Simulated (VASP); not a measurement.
Input of a VASP 6.6.1 run:

INCAR

```
SYSTEM = ScH5
  PREC = Accurate
  ENCUT = 520
  EDIFF = 1E-7
  ISMEAR = 0
  SIGMA = 0.02
  LREAL = .FALSE.
  LASPH = .TRUE.
  NELM = 100
  ALGO = Normal
  ISIF = 2
  LWAVE = .FALSE.
  LCHARG = .FALSE.
  GGA = PE
  NBANDS = 17
```

The input KPOINTS:

```
Automatic mesh
0
G
  8 8 8
  0 0 0
```

POSCAR

```
ScH5
1.0
    3.6268161549      0.0000000000      0.0000000000
    0.0000000000      3.6268161549      0.0000000000
    0.0000000000      0.0000000000      3.6268161549
Sc H
1 5
Direct
    0.5000000000      0.5000000000      0.5000000000
    0.1982818568      0.1982818568      0.1982818568
    0.8017181432      0.8017181432      0.1982818568
    0.8017181432      0.1982818568      0.8017181432
    0.1982818568      0.8017181432      0.8017181432
    0.0000000000      0.0000000000      0.0000000000
```

Potentials or basis: VASP PAW PBE potentials, release 64 (Sc_sv, H).

Launch:

```console
$ cat potpaw_PBE.64/Sc_sv/POTCAR potpaw_PBE.64/H/POTCAR > POTCAR
$ mpirun -np 1 vasp_std > vasp.out
```

(1) Predict the largest force.

(2) Estimate the pressure.

(3) Estimate the band gap on the k mesh.

## Answers

(1) 0.011 eV/Å.

(2) -0.1 GPa.

(3) 1.14 eV, direct.
